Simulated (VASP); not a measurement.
Crystal: VO2.

```
V O
1.0
     4.47695    0.00000    0.00000
     0.00000    4.47695    0.00000
     0.00000    0.00000    3.02402
V O
2 4
Direct
  0.50000 0.50000 0.50000
  0.00000 0.00000 0.00000
  0.20036 0.79964 0.50000
  0.79964 0.20036 0.50000
  0.70036 0.70036 0.00000
  0.29964 0.29964 0.00000
```

Base run:

| Quantity | Value |
| --- | --- |
| Program | VASP 6.6.1 |
| Functional | BLYP |
| Potentials or basis | VASP PAW PBE potentials, release 64 (V_sv, O) |
| Cutoff | 600 eV |
| k mesh | 6 × 6 × 9 |
| Occupations | fermi-dirac, width 0.05 eV |
| Spin | collinear spin, ferromagnetic start |
| Starting moments | [2.0, 2.0, 0.0, 0.0, 0.0, 0.0] μB |

Its results: band gap on the k mesh zero (filled and empty bands overlap); pressure 2.5 GPa; net moment 2.00 μB per cell; site moments V +1.06; O -0.06 μB; largest force 0.211 eV/Å.

Question: The run is repeated on the same cell with these changes: functional from BLYP to LDA; potentials or basis from VASP PAW PBE potentials, release 64 (V_sv, O) to VASP PAW LDA potentials, release 64 (V_sv, O). What comes out?

Answer: Band gap on the k mesh zero (filled and empty bands overlap); pressure -18.3 GPa; net moment 2.00 μB per cell; site moments V +1.02; O -0.04 μB; largest force 0.317 eV/Å.

Caveats: semilocal functionals often make such compounds metallic where correlation or magnetic order opens a gap, which also shifts bond lengths; the stress differs along the axes, from -9 to 8 GPa (at least some runs); the PAW data sets were made with another functional, which shifts forces and pressure a little (at least some runs); the stress differs along the axes, from -32 to -11 GPa (at least some runs).
